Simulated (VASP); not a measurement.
# H3C2N in VASP: further runs

H3C2N is run at these levels: PBE+D3(BJ); tasks: single point.

All numbers are computed with VASP 6.6.1; they aren't measurements. Logs are shortened: lines on timing, memory, paths and dates and some standing lists are left out, and cuts for length are marked.

## 1. The cell of the first run

The cell holds a disordered packing, 36 atoms: a = 8.052 Å, b = 8.052 Å, c = 8.052 Å, α = 90.00°, β = 90.00°, γ = 90.00°.

## 2. Single point, PBE+D3(BJ)

INCAR reads:

```
SYSTEM = H3C2N
  PREC = Accurate
  ENCUT = 520
  EDIFF = 1E-7
  ISMEAR = -1
  SIGMA = 0.05
  LREAL = Auto
  LASPH = .TRUE.
  NELM = 100
  ALGO = Normal
  ISIF = 2
  LWAVE = .FALSE.
  LCHARG = .FALSE.
  GGA = PE
  IVDW = 12
  NBANDS = 72
```

KPOINTS reads:

```
Automatic mesh
0
G
  1 1 1
  0 0 0
```

POSCAR reads:

```
H3C2N
1.0
    8.0517480000      0.0000000000      0.0000000000
    0.0000000000      8.0517480000      0.0000000000
    0.0000000000      0.0000000000      8.0517480000
C N H
12 6 18
Direct
    0.6334525124      0.2937374592      0.3413171898
    0.7423481212      0.3464092518      0.4777968709
   -0.0805415172      0.0748160524      0.8411092846
    0.0302915591      0.2047257316      0.9202970585
    0.1241717947      0.6104016171      0.7482598810
    0.2593225719      0.5336108383      0.6538828587
    0.3403360363      0.7527682188      0.2885460399
    0.1947900009      0.8246904896      0.2181017091
    0.4872482348      0.2246220324      0.8675880070
    0.4496290743      0.1235632312      0.7264261127
    0.6650232968      0.7788122529      0.5917100237
    0.6108363054      0.6898998826      0.7379515603
    0.8174374061      0.3891825725      0.5955476997
    0.1234141953      0.2773435035      1.0042788224
    0.3706400151      0.4662962626      0.5916479254
    0.0817710639      0.8899682404      0.1504393829
    0.4060484754      0.0482379727      0.6082405957
    0.5771541782      0.6458100775      0.8773374428
    0.6434876005      0.3940014019      0.2485919828
    0.6976000739      0.1746949855      0.2803490621
    0.5138014752      0.2694445976      0.4067315569
   -0.0134877545      0.0258825785      0.7354055293
   -0.0834973971     -0.0160213658      0.9477817736
   -0.2033223096      0.1235756509      0.7990935633
    0.1384544077      0.5497191417      0.8692398222
    0.1245443846      0.7565934751      0.7307854145
    0.0173378501      0.5537431127      0.7021705101
    0.3288851067      0.6160277247      0.2784985322
    0.4439905471      0.7977398200      0.2187847906
    0.3585308432      0.7924490434      0.4171764938
    0.5723850274      0.3229733469      0.8411713829
    0.3788618322      0.2863974382      0.9113549008
    0.5414103869      0.1253144038      0.9597667488
    0.5831528756      0.8898564635      0.5566244746
    0.7982117672      0.8244420963      0.6039061332
    0.6430529122      0.6953769542      0.4850126954
```

Potentials or basis: VASP PAW PBE potentials, release 64 (C, N, H).

Launch:

```bash
$ cat potpaw_PBE.64/C/POTCAR potpaw_PBE.64/N/POTCAR potpaw_PBE.64/H/POTCAR > POTCAR
$ mpirun -np 1 vasp_gam > vasp.out
```

OUTCAR:

```text
SYSTEM = H3C2N
   PREC = Accurate
   ENCUT = 520
   EDIFF = 1E-7
   ISMEAR = -1
   LREAL = Auto
   LASPH = .TRUE.
   NELM = 100
   ISIF = 2
   GGA = PE
   IVDW = 12
 IVDW          = 12

 ion  position               nearest neighbor table
   1  0.633  0.294  0.341-  19 1.10  21 1.12  20 1.19   2 1.47
   2  0.742  0.346  0.478-  13 1.18   1 1.47
   3  0.919  0.075  0.841-  22 1.08  24 1.12  23 1.13   4 1.52
   4  0.030  0.205  0.920-  14 1.17   3 1.52
   5  0.124  0.610  0.748-  27 1.04  25 1.10  26 1.19   6 1.46
   6  0.259  0.534  0.654-  15 1.16   5 1.46
   7  0.340  0.753  0.289-  29 1.07  30 1.09  28 1.11   8 1.42
   8  0.195  0.825  0.218-  16 1.18   7 1.42
   9  0.487  0.225  0.868-  32 1.06  31 1.07  33 1.17  10 1.43
  10  0.450  0.124  0.726-  17 1.18   9 1.43
  11  0.665  0.779  0.592-  36 1.10  35 1.14  34 1.15  12 1.45
  12  0.611  0.690  0.738-  18 1.21  11 1.45
  13  0.817  0.389  0.596-   2 1.18
  14  0.123  0.277  0.004-   4 1.17
  15  0.371  0.466  0.592-   6 1.16
  16  0.082  0.890  0.150-   8 1.18
  17  0.406  0.048  0.608-  10 1.18
  18  0.577  0.646  0.877-  12 1.21
[... 16 lines left out ...]
  35  0.798  0.824  0.604-  11 1.14
  36  0.643  0.695  0.485-  11 1.10

  LATTYP: Found a simple cubic cell.
 ALAT       =     8.0517480000

  Lattice vectors:

 A1 = (   8.0517480000,   0.0000000000,   0.0000000000)
 A2 = (   0.0000000000,   8.0517480000,   0.0000000000)
 A3 = (   0.0000000000,   0.0000000000,   8.0517480000)

Analysis of symmetry for initial positions (statically):
=====================================================================
 Subroutine PRICEL returns:
 Original cell was already a primitive cell.

 Routine SETGRP: Setting up the symmetry group for a
 simple cubic supercell.

 Subroutine GETGRP returns: Found  1 space group operations
 (whereof  1 operations were pure point group operations)
 out of a pool of 48 trial point group operations.

The static configuration has the point symmetry C_1 .

Analysis of symmetry for dynamics (positions and initial velocities):
=====================================================================
 Subroutine PRICEL returns:
 Original cell was already a primitive cell.

 Routine SETGRP: Setting up the symmetry group for a
 simple cubic supercell.

 Subroutine GETGRP returns: Found  1 space group operations
 (whereof  1 operations were pure point group operations)
 out of a pool of 48 trial point group operations.

The dynamic configuration has the point symmetry C_1 .

 Subroutine INISYM returns: Found  1 space group operations
 (whereof  1 operations are pure point group operations),
 and found     1 'primitive' translations

----------------------------------------------------------------------------------------

                                     Primitive cell

  volume of cell :     522.0000

  direct lattice vectors                    reciprocal lattice vectors
     8.051748000  0.000000000  0.000000000     0.124196634  0.000000000  0.000000000
     0.000000000  8.051748000  0.000000000     0.000000000  0.124196634  0.000000000
     0.000000000  0.000000000  8.051748000     0.000000000  0.000000000  0.124196634

  length of vectors
     8.051748000  8.051748000  8.051748000     0.124196634  0.124196634  0.124196634

  position of ions in fractional coordinates (direct lattice)
     0.633452512  0.293737459  0.341317190
     0.742348121  0.346409252  0.477796871
     0.919458483  0.074816052  0.841109285
     0.030291559  0.204725732  0.920297058
     0.124171795  0.610401617  0.748259881
     0.259322572  0.533610838  0.653882859
[... 28 lines left out ...]
     0.798211767  0.824442096  0.603906133
     0.643052912  0.695376954  0.485012695

  ion indices of the primitive-cell ions
   primitive index   ion index
                 1           1
                 2           2
                 3           3
                 4           4
                 5           5
                 6           6
[... 28 lines left out ...]
                35          35
                36          36

[... 47 lines left out ...]
   TEBEG  =    0.0;   TEEND  =   0.0 temperature during run
   PSTRESS=    0.0 pullay stress
   NELECT =      96.0000    total number of electrons
   NUPDOWN=      -1.0000    fix difference up-down
   EMIN   =  10.00;   EMAX   =-10.00  energy-range for DOS
   EFERMI =   0.00;   METHOD = LEGACY
   ISMEAR =    -1;   SIGMA  =   0.05  broadening in eV -4-tet -1-fermi 0-gaus
   EFERMI_NEDOS =   21; number of points for ismear=-14 and -15
   IALGO  =     38    algorithm
   IMIX   =      4    mixing-type and parameters
     AMIX     =   0.40;   BMIX     =  1.00
     AMIX_MAG =   1.60;   BMIX_MAG =  1.00
  volume/ion in A,a.u.               =      14.50        97.85
  Fermi-wavevector in a.u.,A,eV,Ry     =   0.930983  1.759303 11.792568  0.866729
  Thomas-Fermi vector in A             =   2.057429
   LORBIT       =      0    0 simple, 1 ext, 2 COOP (PROOUT), +10 PAW based schemes
   GGA     = PE    functional components
   LHFCALC =     F    Hartree Fock is set to
   AEXX    =    0.0000 exact exchange contribution
   IVDW    =    12    specifies the selected vdW correction
   LEPSILON=     F    determine dielectric tensor
   LRPA    =     F    only Hartree local field effects (RPA)
 non-spin polarized calculation
  energy-cutoff  :      520.00
  volume of cell :      522.00
 maximum number of plane-waves:      6999
 NGX is ok and might be reduce to    60
   NGX = 29   NGY = 29   NGZ = 29

 number of electron      95.9999997 magnetization

 Free energy of the ion-electron system (eV)
  ---------------------------------------------------
  ext. energy  EPLUGINS =         0.00000000
  ---------------------------------------------------
  free energy    TOTEN  =      -219.53943486 eV

  energy without entropy =     -219.53943486  energy(sigma->0) =     -219.53943486

 E-fermi :  -3.0296     XC(G=0):  -6.2031

 val. band max:       -4.2533829241   @ k =   0.0000   0.0000   0.0000
 cond. band min:       1.5200836705   @ k =   0.0000   0.0000   0.0000
 fundamental gap:      5.7734665946
 Fermi energy:        -3.0296335472

 k-point     1 :       0.0000    0.0000    0.0000
  band No.  band energies     occupation
      1     -19.6693      2.00000
      2     -19.5260      2.00000
      3     -19.4903      2.00000
      4     -19.4712      2.00000
      5     -19.3051      2.00000
      6     -18.9569      2.00000
[... 52 lines left out ...]
     59       2.8148      0.00000
     60       3.0289      0.00000
 [bands above 60 left out]

------------------------ aborting loop because EDIFF is reached ----------------------------------------

 Edisp (eV)   -1.66302

 E8    (eV) :    -0.4028

  FORCE on cell =-STRESS in cart. coord.  units (eV):
  Direction    XX          YY          ZZ          XY          YZ          ZX
  --------------------------------------------------------------------------------------
  -------------------------------------------------------------------------------------
  Total      -0.01876    -8.91690    -7.15503    -0.01997     2.51412    -1.82397
  in kB      -0.05759   -27.36868   -21.96096    -0.06129     7.71659    -5.59833
  external pressure =      -16.46 kB  Pullay stress =        0.00 kB

 VOLUME and BASIS-vectors are now :
 -----------------------------------------------------------------------------
  energy-cutoff  :      520.00
  volume of cell :      522.00
      direct lattice vectors                 reciprocal lattice vectors
     8.051748000  0.000000000  0.000000000     0.124196634  0.000000000  0.000000000
     0.000000000  8.051748000  0.000000000     0.000000000  0.124196634  0.000000000
     0.000000000  0.000000000  8.051748000     0.000000000  0.000000000  0.124196634

 POSITION                                       TOTAL-FORCE (eV/Angst)
 -----------------------------------------------------------------------------------
      5.10040      2.36510      2.74820         1.996218     -1.401874      0.069380
      5.97720      2.78920      3.84710         0.385096      0.107471      0.844151
      7.40325      0.60240      6.77240         0.616768      1.251441      1.574559
      0.24390      1.64840      7.41000        -0.971870     -1.194300     -0.455128
      0.99980      4.91480      6.02480         2.155309      1.512967     -0.520906
      2.08800      4.29650      5.26490        -0.402258      0.520582      0.376313
[... 28 lines left out ...]
      6.42700      6.63820      4.86250        -1.065995     -0.689447     -0.227377
      5.17770      5.59900      3.90520         0.720972      0.007952      0.016148
 -----------------------------------------------------------------------------------
    total drift:                               -0.000766      0.017423      0.013570

  FREE ENERGIE OF THE ION-ELECTRON SYSTEM (eV)
  ---------------------------------------------------
  free  energy   TOTEN  =      -221.2024573287 eV

  energy  without entropy=     -221.2024573287  energy(sigma->0) =     -221.20245733
```

It took 1.9 min on 1 thread of Intel Xeon 8259CL, shared host; peak memory 0.47 GiB.

What came out:

| Quantity | Value |
| --- | --- |
| Free energy | -221.2025 eV |
| Pressure | -1.6 GPa |
| Largest force | 4.477 eV/Å |
| Band gap on the k mesh | 5.77 eV |
| Dispersion energy per atom | -0.046 eV |

Forces on the atoms (eV/Å):
```
C    1.996 -1.402  0.069
C    0.385  0.107  0.844
C    0.617  1.251  1.575
C   -0.972 -1.194 -0.455
C    2.155  1.513 -0.521
C   -0.402  0.521  0.376
C   -0.361 -0.785  0.488
C   -2.197  1.534 -1.349
C    1.305 -2.566  1.085
C   -1.207 -0.275 -2.069
C   -0.046  0.478 -1.130
C   -0.576  0.032  4.439
N   -0.484 -0.397 -1.035
N   -0.181  0.374 -0.269
N    0.147 -0.155 -0.507
N    1.395 -1.078  1.102
N    0.476  0.751  1.435
N    0.856  0.901 -3.787
H   -0.739 -0.174 -0.046
H   -1.273  1.654  0.956
H    0.151  0.114 -1.001
H    0.158 -0.283 -0.372
H   -0.360  0.143 -0.917
H    0.709 -0.153  0.405
H   -0.018  0.931  0.655
H    0.047 -2.328  0.775
H   -2.109 -0.446 -0.900
H    0.307  0.280  0.177
H    0.933  0.077 -0.622
H   -0.196 -0.091  0.118
H    0.979  0.468 -0.326
H   -1.098  0.063  0.694
H   -0.695  1.748 -0.608
H    0.642 -0.932  0.929
H   -1.066 -0.689 -0.227
H    0.721  0.008  0.016
```

Levels at points of the mesh, in eV from the valence-band top:
```
           k point  band 46  band 47  band 48  band 49  band 50  band 51
(0.00, 0.00, 0.00)    -0.41    -0.05     0.00     5.77     6.18     6.31
```

Caveat: the k points lie up to 0.78 Å⁻¹ apart; the atoms stand as in a frame of molecular dynamics.

[end of part 1 of 2]
